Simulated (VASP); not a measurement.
# I (P6/mmm) in VASP: a series of runs

Aim: see how the results for I move with the level of theory and the settings. Levels: PBE, PBE+D3(BJ). Tasks: single point, relaxation of shape and atoms at fixed volume.

Everything below comes from runs of VASP 6.6.1. Logs are shortened: lines on timing, memory, paths and dates and some standing lists are left out, and cuts for length are marked.

## Step 1: The cell of the first run

The structure is hexagonal, space group P6/mmm (No. 191). The conventional cell has a = 5.842 Å, b = 5.842 Å, c = 2.865 Å, α = 90.00°, β = 90.00°, γ = 120.00°. I (site symmetry 6/mmm) has 14 I at 2.87 to 3.66 Å within 3.8 Å. Within 3.8 Å of I (site symmetry -6m2) lie 11 I at 2.87 to 3.66 Å.

## Step 2: Single point, PBE

INCAR

```
SYSTEM = I
ALGO = Normal ; EDIFF = 1E-6
ENCUT = 520 ; GGA = PE
ISIF = 2 ; ISMEAR = -1
LASPH = .TRUE. ; LCHARG = .TRUE.
LELF = .TRUE. ; LREAL = .FALSE.
LVHAR = .TRUE. ; LWAVE = .FALSE.
NBANDS = 18 ; NELM = 60
PREC = Accurate ; SIGMA = 0.1
```

KPOINTS

```
k-points
0
G
  6 6 9
  0 0 0
```

POSCAR

```
I
1.0
    5.8424378429      0.0000000000      0.0000000000
   -2.9212189215      5.0596995920      0.0000000000
    0.0000000000      0.0000000000      2.8652303038
I
3
Direct
    0.0000000000      0.0000000000      0.0000000000
    0.3333333333      0.6666666667      0.5000000000
    0.6666666667      0.3333333333      0.5000000000
```

Potentials or basis: VASP PAW PBE potentials, release 64 (I).

Started as:

```sh
$ cat potpaw_PBE.64/I/POTCAR > POTCAR
$ mpirun -np 1 vasp_std > vasp.out
```

OUTCAR:

```text
SYSTEM = I
   EDIFF = 1E-6
   ENCUT = 520
   GGA = PE
   ISIF = 2
   ISMEAR = -1
   LASPH = .TRUE.
   LREAL = .FALSE.
   NELM = 60
   PREC = Accurate

 ion  position               nearest neighbor table
   1  0.000  0.000  0.000-
   2  0.333  0.667  0.500-   3 3.37   3 3.37   3 3.37
   3  0.667  0.333  0.500-   2 3.37   2 3.37   2 3.37

  LATTYP: Found a hexagonal cell.
 ALAT       =     5.8424378429
 C/A-ratio  =     0.4904169083

  Lattice vectors:

 A1 = (   5.8424378429,   0.0000000000,   0.0000000000)
 A2 = (  -2.9212189215,   5.0596995920,   0.0000000000)
 A3 = (   0.0000000000,   0.0000000000,   2.8652303038)

Analysis of symmetry for initial positions (statically):
=====================================================================
 Subroutine PRICEL returns:
 Original cell was already a primitive cell.

 Routine SETGRP: Setting up the symmetry group for a
 hexagonal supercell.

 Subroutine GETGRP returns: Found 24 space group operations
 (whereof 24 operations were pure point group operations)
 out of a pool of 24 trial point group operations.

The static configuration has the point symmetry D_6h.

Analysis of symmetry for dynamics (positions and initial velocities):
=====================================================================
 Subroutine PRICEL returns:
 Original cell was already a primitive cell.

 Routine SETGRP: Setting up the symmetry group for a
 hexagonal supercell.

 Subroutine GETGRP returns: Found 24 space group operations
 (whereof 24 operations were pure point group operations)
 out of a pool of 24 trial point group operations.

The dynamic configuration has the point symmetry D_6h.

 Subroutine INISYM returns: Found 24 space group operations
 (whereof 24 operations are pure point group operations),
 and found     1 'primitive' translations

----------------------------------------------------------------------------------------

                                     Primitive cell

  volume of cell :      84.6990

  direct lattice vectors                    reciprocal lattice vectors
     5.842437843  0.000000000  0.000000000     0.171161427  0.098820096  0.000000000
[... 77 lines left out ...]
   NGXF,Y,Z  is equivalent  to a cutoff of  27.32, 27.32, 27.85 a.u.
 SYSTEM =  I
   PREC   = accura    normal or accurate (medium, high low for compatibility)
   ISTART =      0    job   : 0-new  1-cont  2-samecut
   ICHARG =      2    charge: 1-file 2-atom 10-const
   ISPIN  =      1    spin polarized calculation?
   LNONCOLLINEAR =      F non collinear calculations
   LSORBIT =      F    spin-orbit coupling
   LASPH  =      T    aspherical Exc in radial PAW
   ENCUT  =  520.0 eV  38.22 Ry    6.18 a.u.  10.86 10.86  5.33*2*pi/ulx,y,z
   NELM   =     60;   NELMIN=  2; NELMDL= -5     # of ELM steps
   EDIFF  = 0.1E-05   stopping-criterion for ELM
   LREAL  =      F    real-space projection
   EDIFFG = 0.1E-04   stopping-criterion for IOM
   NSW    =      0    number of steps for IOM
   IBRION =     -1    ionic relax: 0-MD 1-quasi-New 2-CG
   NFREE  =      0    steps in history (QN), initial steepest desc. (CG)
   ISIF   =      2    stress and relaxation
   ISYM   =      2    0-nonsym 1-usesym 2-fastsym
   POTIM  = 0.5000    time-step for ionic-motion
   TEBEG  =    0.0;   TEEND  =   0.0 temperature during run
   PSTRESS=    0.0 pullay stress
   NELECT =      21.0000    total number of electrons
   NUPDOWN=      -1.0000    fix difference up-down
   EMIN   =  10.00;   EMAX   =-10.00  energy-range for DOS
   EFERMI =   0.00;   METHOD = LEGACY
   ISMEAR =    -1;   SIGMA  =   0.10  broadening in eV -4-tet -1-fermi 0-gaus
   EFERMI_NEDOS =   21; number of points for ismear=-14 and -15
   IALGO  =     38    algorithm
   IMIX   =      4    mixing-type and parameters
     AMIX     =   0.40;   BMIX     =  1.00
     AMIX_MAG =   1.60;   BMIX_MAG =  1.00
  volume/ion in A,a.u.               =      28.23       190.53
  Fermi-wavevector in a.u.,A,eV,Ry     =   1.028463  1.943512 14.391361  1.057735
  Thomas-Fermi vector in A             =   2.162460
   LORBIT       =      0    0 simple, 1 ext, 2 COOP (PROOUT), +10 PAW based schemes
   GGA     = PE    functional components
   LHFCALC =     F    Hartree Fock is set to
   AEXX    =    0.0000 exact exchange contribution
   IVDW    =     0    specifies the selected vdW correction
   LEPSILON=     F    determine dielectric tensor
   LRPA    =     F    only Hartree local field effects (RPA)
 non-spin polarized calculation
  energy-cutoff  :      520.00
  volume of cell :       84.70
 maximum number of plane-waves:      2307
 NGX is ok and might be reduce to    48
   NGX = 21   NGY = 21   NGZ = 11

 number of electron      21.0000001 magnetization

 Free energy of the ion-electron system (eV)
  ---------------------------------------------------
  ext. energy  EPLUGINS =         0.00000000
  ---------------------------------------------------
  free energy    TOTEN  =        -2.96560844 eV

  energy without entropy =       -2.89344892  energy(sigma->0) =       -2.92952868

 E-fermi :   7.5497     XC(G=0): -10.0420

 val. band max:        7.4197260143   @ k =   0.1667   0.0000   0.2222
 cond. band min:       7.5511520179   @ k =   0.1667   0.0000   0.1111
 fundamental gap:      0.1314260036
 Fermi energy:         7.5497212192

 k-point     1 :       0.0000    0.0000    0.0000
  band No.  band energies     occupation
      1      -7.8564      2.00000
      2      -6.0529      2.00000
      3      -5.7764      2.00000
      4       2.4150      2.00000
      5       2.4150      2.00000
      6       2.7422      2.00000
[... 481 lines left out ...]
      5       3.2081      2.00000
      6       3.4706      2.00000
[... 10 lines left out ...]
     17      15.4740      0.00000
     18      16.4039      0.00000

 [... further k-points ...]
[... 5 lines left out ...]
  --------------------------------------------------------------------------------------
  -------------------------------------------------------------------------------------
  Total        7.7158495      7.7158495      7.7905408     -0.0000000      0.0000000      0.0000000
  in kB      145.9539873    145.9539873    147.3668564     -0.0000000      0.0000000      0.0000000
  external PRESSURE =     146.4249436 kB  Pullay stress =       0.0000000 kB

 VOLUME and BASIS-vectors are now :
 -----------------------------------------------------------------------------
  energy-cutoff  :      520.00
  volume of cell :       84.70
      direct lattice vectors                 reciprocal lattice vectors
     5.842437843  0.000000000  0.000000000     0.171161427  0.098820096  0.000000000
    -2.921218921  5.059699592  0.000000000     0.000000000  0.197640192  0.000000000
     0.000000000  0.000000000  2.865230304     0.000000000  0.000000000  0.349012084

 POSITION                                       TOTAL-FORCE (eV/Angst)
 -----------------------------------------------------------------------------------
      0.00000      0.00000      0.00000        -0.000000      0.000000      0.000000
     -0.00000      3.37313      1.43262         0.000000     -0.000000     -0.000000
      2.92122      1.68657      1.43262        -0.000000      0.000000      0.000000
 -----------------------------------------------------------------------------------
    total drift:                               -0.000000      0.000000     -0.000000

  FREE ENERGIE OF THE ION-ELECTRON SYSTEM (eV)
  ---------------------------------------------------
  free  energy   TOTEN  =        -2.9656084370 eV

  energy  without entropy=       -2.8934489196  energy(sigma->0) =       -2.92952868
```

stdout:

```text
POSCAR found type information on POSCAR I
 POSCAR found :  1 types and       3 ions
 scaLAPACK will be used
 LDA part: xc-table for (Slater+PW92), standard interpolation
 POSCAR, INCAR and KPOINTS ok, starting setup
 FFT: planning ... GRIDC
 FFT: planning ... GRID_SOFT
 FFT: planning ... GRID
 WAVECAR not read
 entering main loop
```

Wall time 31 s (1 thread of AMD EPYC 9R45 (Zen 5), shared host); peak memory 0.2 GiB.

What came out:

```
Free energy : -2.9656 eV
Pressure    : 14.6 GPa
```

Caveat: spin-orbit coupling is left out, which moves the levels of the heavy elements; an odd number of electrons without spin polarisation forces a metal; a magnetic or distorted state may lie lower.

(Continued in part 2 of 2.)
